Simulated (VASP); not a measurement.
A run of VASP 6.6.1:

Contents of INCAR:

```
PREC = Accurate
ENCUT = 520
EDIFF = 1E-6
ISMEAR = 0
SIGMA = 0.15
LREAL = F
LASPH = T
NELM = 80
ALGO = Normal
ISIF = 2
LWAVE = F
LCHARG = F
GGA = PS
NBANDS = 16
```

The input KPOINTS:

```
regular mesh
0
Gamma
  14 14 14
```

POSCAR

```
YSe
1.0
    0.0000000000      2.8750000000      2.7887500000
    2.8750000000      0.0000000000      2.7887500000
    2.8750000000      2.8750000000      0.0000000000
Y Se
1 1
Direct
    0.0000000000      0.0000000000      0.0000000000
    0.5000000000      0.5000000000      0.5000000000
```

Potentials or basis: VASP PAW PBE potentials, release 64 (Y_sv, Se).

Command:

```bash
$ cat potpaw_PBE.64/Y_sv/POTCAR potpaw_PBE.64/Se/POTCAR > POTCAR
$ mpirun -np 1 vasp_std > vasp.out
```

Hardware: 1 thread of Intel(R) Xeon(R) Platinum 8488C (Sapphire Rapids), on a shared host.

**Question.** Estimate the wall time of this run.

**Answer.** It took 110 s on 1 thread of Intel(R) Xeon(R) Platinum 8488C (Sapphire Rapids), on a shared host, peak memory 0.34 GiB. Counts: scf iterations 13, k points 244.
